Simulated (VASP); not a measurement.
# KBr (Fm-3m) in VASP: notebook

The runs below take KBr through single point, with BLYP.

All numbers are computed with VASP 6.6.1; they aren't measurements. Logs are shortened: lines on timing, memory, paths and dates and some standing lists are left out, and cuts for length are marked.

## 1. The cell of the first run

The structure is cubic, space group Fm-3m (No. 225). The conventional cell has a = 6.644 Å, b = 6.644 Å, c = 6.644 Å, α = 90.00°, β = 90.00°, γ = 90.00°. Br (site symmetry m-3m) has 6 K at 3.32 Å within 4.4 Å. K (site symmetry m-3m) has 6 Br at 3.32 Å within 4.4 Å.

## 2. Single point, BLYP

INCAR reads:

```
PREC     = Accurate       # precision mode
ENCUT    = 520            # plane-wave cutoff, eV
EDIFF    = 1E-7           # SCF threshold, eV
ISMEAR   = -1             # smearing method
SIGMA    = 0.05           # smearing width, eV
LREAL    = False          # projectors in reciprocal space
LASPH    = True           # aspherical terms in the spheres
NELM     = 100            # most SCF steps
ALGO     = Normal         # electronic algorithm
ISIF     = 2              # what is computed and relaxed
LWAVE    = False          # write WAVECAR
LCHARG   = False          # write CHGCAR
GGA      = B5             # functional
ALDAX    = 1.0          
AGGAX    = 1.0          
AGGAC    = 1.0          
ALDAC    = 0.0          
NBANDS   = 15             # bands
```

KPOINTS reads:

```
regular mesh
0
Gamma
  7 7 7
```

POSCAR reads:

```
KBr
1.0
    0.0000000000      3.3218549415      3.3218549415
    3.3218549415      0.0000000000      3.3218549415
    3.3218549415      3.3218549415      0.0000000000
Br K
1 1
Direct
    0.5000000000      0.5000000000      0.5000000000
    0.0000000000      0.0000000000      0.0000000000
```

Potentials or basis: VASP PAW PBE potentials, release 64 (Br, K_sv).

On the command line:

```sh
$ cat potpaw_PBE.64/Br/POTCAR potpaw_PBE.64/K_sv/POTCAR > POTCAR
$ mpirun -np 1 vasp_std > vasp.out
```

OUTCAR:

```text
PREC = Accurate
   ENCUT = 520
   EDIFF = 1E-7
   ISMEAR = -1
   LREAL = False
   LASPH = True
   NELM = 100
   ISIF = 2
   GGA = B5

 ion  position               nearest neighbor table
   1  0.500  0.500  0.500-
   2  0.000  0.000  0.000-

  LATTYP: Found a face centered cubic cell.
 ALAT       =     6.6437098830

  Lattice vectors:

 A1 = (   0.0000000000,   3.3218549415,   3.3218549415)
 A2 = (   3.3218549415,   0.0000000000,   3.3218549415)
 A3 = (   3.3218549415,   3.3218549415,   0.0000000000)

Analysis of symmetry for initial positions (statically):
=====================================================================
 Subroutine PRICEL returns:
 Original cell was already a primitive cell.

 Routine SETGRP: Setting up the symmetry group for a
 face centered cubic supercell.

 Subroutine GETGRP returns: Found 48 space group operations
 (whereof 48 operations were pure point group operations)
 out of a pool of 48 trial point group operations.

The static configuration has the point symmetry O_h .

Analysis of symmetry for dynamics (positions and initial velocities):
=====================================================================
 Subroutine PRICEL returns:
 Original cell was already a primitive cell.

 Routine SETGRP: Setting up the symmetry group for a
 face centered cubic supercell.

 Subroutine GETGRP returns: Found 48 space group operations
 (whereof 48 operations were pure point group operations)
 out of a pool of 48 trial point group operations.

The dynamic configuration has the point symmetry O_h .

 Subroutine INISYM returns: Found 48 space group operations
 (whereof 48 operations are pure point group operations),
 and found     1 'primitive' translations

----------------------------------------------------------------------------------------

                                     Primitive cell

  volume of cell :      73.3115

  direct lattice vectors                    reciprocal lattice vectors
     0.000000000  3.321854941  3.321854941    -0.150518312  0.150518312  0.150518312
     3.321854941  0.000000000  3.321854941     0.150518312 -0.150518312  0.150518312
     3.321854941  3.321854941  0.000000000     0.150518312  0.150518312 -0.150518312

  length of vectors
     4.697812311  4.697812311  4.697812311     0.260705365  0.260705365  0.260705365

  position of ions in fractional coordinates (direct lattice)
     0.500000000  0.500000000  0.500000000
     0.000000000  0.000000000  0.000000000

  ion indices of the primitive-cell ions
   primitive index   ion index
                 1           1
                 2           2

----------------------------------------------------------------------------------------

 KPOINTS: regular mesh

Automatic generation of k-mesh.
 Grid dimensions read from file:
 generate k-points for:    7    7    7

 Generating k-lattice:

  Cartesian coordinates                     Fractional coordinates (reciprocal lattice)
    -0.021502616  0.021502616  0.021502616     0.142857143  0.000000000  0.000000000
     0.021502616 -0.021502616  0.021502616     0.000000000  0.142857143  0.000000000
     0.021502616  0.021502616 -0.021502616     0.000000000  0.000000000  0.142857143

  Length of vectors
     0.037243624  0.037243624  0.037243624

  Shift w.r.t. Gamma in fractional coordinates (k-lattice)
     0.000000000  0.000000000  0.000000000

 Subroutine IBZKPT returns following result:
 ===========================================

 Found     20 irreducible k-points:

 Following reciprocal coordinates:
            Coordinates               Weight
  0.000000  0.000000  0.000000      1.000000
  0.142857  0.000000  0.000000      8.000000
  0.285714  0.000000  0.000000      8.000000
  0.428571  0.000000  0.000000      8.000000
  0.142857  0.142857  0.000000      6.000000
  0.285714  0.142857  0.000000     24.000000
[... 12 lines left out ...]
 -0.428571  0.428571  0.142857     24.000000
 -0.285714  0.428571  0.142857     24.000000
   k-points           NKPTS =     20   k-points in BZ     NKDIM =     20   number of bands    NBANDS=     15
   number of dos      NEDOS =    301   number of ions     NIONS =      2
   total plane-waves  NPLWV =  46656
   dimension x,y,z NGX =    36 NGY =   36 NGZ =   36
   dimension x,y,z NGXF=    72 NGYF=   72 NGZF=   72
   ions per type =               1   1
   NGX,Y,Z   is equivalent  to a cutoff of  12.74, 12.74, 12.74 a.u.
   NGXF,Y,Z  is equivalent  to a cutoff of  25.48, 25.48, 25.48 a.u.
 SYSTEM =  unknown system
   PREC   = accura    normal or accurate (medium, high low for compatibility)
   ISTART =      0    job   : 0-new  1-cont  2-samecut
   ICHARG =      2    charge: 1-file 2-atom 10-const
   ISPIN  =      1    spin polarized calculation?
   LNONCOLLINEAR =      F non collinear calculations
   LSORBIT =      F    spin-orbit coupling
   LASPH  =      T    aspherical Exc in radial PAW
   ENCUT  =  520.0 eV  38.22 Ry    6.18 a.u.   8.73  8.73  8.73*2*pi/ulx,y,z
   NELM   =    100;   NELMIN=  2; NELMDL= -5     # of ELM steps
   EDIFF  = 0.1E-06   stopping-criterion for ELM
   LREAL  =      F    real-space projection
   EDIFFG = 0.1E-05   stopping-criterion for IOM
   NSW    =      0    number of steps for IOM
   IBRION =     -1    ionic relax: 0-MD 1-quasi-New 2-CG
   NFREE  =      0    steps in history (QN), initial steepest desc. (CG)
   ISIF   =      2    stress and relaxation
   ISYM   =      2    0-nonsym 1-usesym 2-fastsym
   POTIM  = 0.5000    time-step for ionic-motion
   TEBEG  =    0.0;   TEEND  =   0.0 temperature during run
   PSTRESS=    0.0 pullay stress
   NELECT =      16.0000    total number of electrons
   NUPDOWN=      -1.0000    fix difference up-down
   EMIN   =  10.00;   EMAX   =-10.00  energy-range for DOS
   EFERMI =   0.00;   METHOD = LEGACY
   ISMEAR =    -1;   SIGMA  =   0.05  broadening in eV -4-tet -1-fermi 0-gaus
   EFERMI_NEDOS =   21; number of points for ismear=-14 and -15
   IALGO  =     38    algorithm
   IMIX   =      4    mixing-type and parameters
     AMIX     =   0.40;   BMIX     =  1.00
     AMIX_MAG =   1.60;   BMIX_MAG =  1.00
  volume/ion in A,a.u.               =      36.66       247.37
  Fermi-wavevector in a.u.,A,eV,Ry     =   0.985653  1.862615 13.218228  0.971512
  Thomas-Fermi vector in A             =   2.116976
   LORBIT       =      0    0 simple, 1 ext, 2 COOP (PROOUT), +10 PAW based schemes
   GGA     = B5    functional components
   LHFCALC =     F    Hartree Fock is set to
   AEXX    =    0.0000 exact exchange contribution
   IVDW    =     0    specifies the selected vdW correction
   LEPSILON=     F    determine dielectric tensor
   LRPA    =     F    only Hartree local field effects (RPA)
 non-spin polarized calculation
  energy-cutoff  :      520.00
  volume of cell :       73.31
 maximum number of plane-waves:      1992
   NGX = 17   NGY = 17   NGZ = 17

 number of electron      15.9999997 magnetization

 Free energy of the ion-electron system (eV)
  ---------------------------------------------------
  ext. energy  EPLUGINS =         0.00000000
  ---------------------------------------------------
  free energy    TOTEN  =        -5.81298325 eV

  energy without entropy =       -5.81298325  energy(sigma->0) =       -5.81298325

 E-fermi :  -0.3803     XC(G=0):  -6.9942

 val. band max:       -1.5186346484   @ k =   0.0000   0.0000   0.0000
 cond. band min:       2.8718849158   @ k =   0.0000   0.0000   0.0000
 fundamental gap:      4.3905195642
 Fermi energy:        -0.3802965320

 k-point     1 :       0.0000    0.0000    0.0000
  band No.  band energies     occupation
      1     -29.3545      2.00000
      2     -13.7978      2.00000
      3     -12.9059      2.00000
      4     -12.9059      2.00000
      5     -12.9059      2.00000
      6      -1.5186      2.00000
      7      -1.5186      2.00000
      8      -1.5186      2.00000
      9       2.8719      0.00000
     10       6.0092      0.00000
     11       6.0092      0.00000
     12       6.0092      0.00000
     13       6.8021      0.00000
     14       6.8021      0.00000
     15      10.2585      0.00000

 k-point     2 :       0.1429    0.0000    0.0000
  band No.  band energies     occupation
      1     -29.3536      2.00000
      2     -13.8408      2.00000
      3     -12.9069      2.00000
      4     -12.9069      2.00000
      5     -12.8506      2.00000
      6      -1.7907      2.00000
      7      -1.5830      2.00000
      8      -1.5830      2.00000
      9       3.3635      0.00000
     10       5.9196      0.00000
     11       6.2431      0.00000
     12       6.2431      0.00000
     13       7.0594      0.00000
     14       7.0594      0.00000
     15      10.8829      0.00000

 k-point     3 :       0.2857    0.0000    0.0000
  band No.  band energies     occupation
      1     -29.3514      2.00000
      2     -13.9234      2.00000
      3     -12.9091      2.00000
      4     -12.9091      2.00000
      5     -12.7401      2.00000
      6      -2.2857      2.00000
      7      -1.7205      2.00000
      8      -1.7205      2.00000
      9       4.3661      0.00000
     10       6.0114      0.00000
     11       6.8854      0.00000
     12       6.8854      0.00000
     13       7.7508      0.00000
     14       7.7508      0.00000
     15      10.1533      0.00000

 k-point     4 :       0.4286    0.0000    0.0000
  band No.  band energies     occupation
      1     -29.3497      2.00000
      2     -13.9800      2.00000
      3     -12.9109      2.00000
      4     -12.9109      2.00000
      5     -12.6605      2.00000
      6      -2.6134      2.00000
      7      -1.8244      2.00000
      8      -1.8244      2.00000
      9       5.0150      0.00000
     10       6.5300      0.00000
     11       7.7789      0.00000
     12       7.7789      0.00000
     13       8.4500      0.00000
     14       8.4500      0.00000
     15       9.2358      0.00000
[... 235 lines left out ...]
 k-point    18 :      -0.4286    0.2857    0.1429
  band No.  band energies     occupation
      1     -29.3487      2.00000
      2     -13.8864      2.00000
      3     -12.9429      2.00000
      4     -12.9269      2.00000
      5     -12.7520      2.00000
      6      -2.3913      2.00000
      7      -1.9658      2.00000
      8      -1.8675      2.00000
      9       5.4990      0.00000
     10       6.0168      0.00000
     11       7.0458      0.00000
     12       7.7835      0.00000
     13       8.3092      0.00000
     14       8.6676      0.00000
     15       9.3370      0.00000

 k-point    19 :      -0.4286    0.4286    0.1429
  band No.  band energies     occupation
      1     -29.3482      2.00000
      2     -13.7954      2.00000
      3     -12.9612      2.00000
      4     -12.9463      2.00000
      5     -12.8412      2.00000
      6      -2.2690      2.00000
      7      -1.9149      2.00000
      8      -1.9028      2.00000
      9       4.9614      0.00000
     10       5.9442      0.00000
     11       7.0363      0.00000
     12       7.8713      0.00000
     13       8.1113      0.00000
     14       8.8775      0.00000
     15       9.3982      0.00000

 k-point    20 :      -0.2857    0.4286    0.1429
  band No.  band energies     occupation
      1     -29.3480      2.00000
      2     -13.8237      2.00000
      3     -12.9669      2.00000
      4     -12.9451      2.00000
      5     -12.7986      2.00000
      6      -2.1703      2.00000
      7      -2.1214      2.00000
      8      -1.9229      2.00000
      9       5.5398      0.00000
     10       6.2583      0.00000
     11       6.6462      0.00000
     12       7.3522      0.00000
     13       8.7689      0.00000
     14       8.7899      0.00000
     15       9.5493      0.00000

------------------------ aborting loop because EDIFF is reached ----------------------------------------

  FORCE on cell =-STRESS in cart. coord.  units (eV):
  Direction    XX          YY          ZZ          XY          YZ          ZX
  --------------------------------------------------------------------------------------
  -------------------------------------------------------------------------------------
  Total        0.5295336      0.5295336      0.5295336      0.0000000      0.0000000      0.0000000
  in kB       11.5726305     11.5726305     11.5726305      0.0000000      0.0000000      0.0000000
  external PRESSURE =      11.5726305 kB  Pullay stress =       0.0000000 kB

 VOLUME and BASIS-vectors are now :
 -----------------------------------------------------------------------------
  energy-cutoff  :      520.00
  volume of cell :       73.31
      direct lattice vectors                 reciprocal lattice vectors
     0.000000000  3.321854941  3.321854941    -0.150518312  0.150518312  0.150518312
     3.321854941  0.000000000  3.321854941     0.150518312 -0.150518312  0.150518312
     3.321854941  3.321854941  0.000000000     0.150518312  0.150518312 -0.150518312

 POSITION                                       TOTAL-FORCE (eV/Angst)
 -----------------------------------------------------------------------------------
      3.32185      3.32185      3.32185        -0.000000     -0.000000     -0.000000
      0.00000      0.00000      0.00000         0.000000      0.000000      0.000000
 -----------------------------------------------------------------------------------
    total drift:                                0.000000      0.000000      0.000000

  FREE ENERGIE OF THE ION-ELECTRON SYSTEM (eV)
  ---------------------------------------------------
  free  energy   TOTEN  =        -5.8129832503 eV

  energy  without entropy=       -5.8129832503  energy(sigma->0) =       -5.81298325
```

Wall time 23 s (1 thread of Intel Xeon Platinum 8488C (Sapphire Rapids), shared host); peak memory 0.2 GiB.

Results:

* Free energy: -5.8130 eV
* Pressure: 1.2 GPa
* Band gap on the k mesh: 4.39 eV, direct

Caveat: the PAW data sets were made with another functional, which shifts forces and pressure a little. A k mesh can miss the band edges.

(Continued in part 2 of 2.)
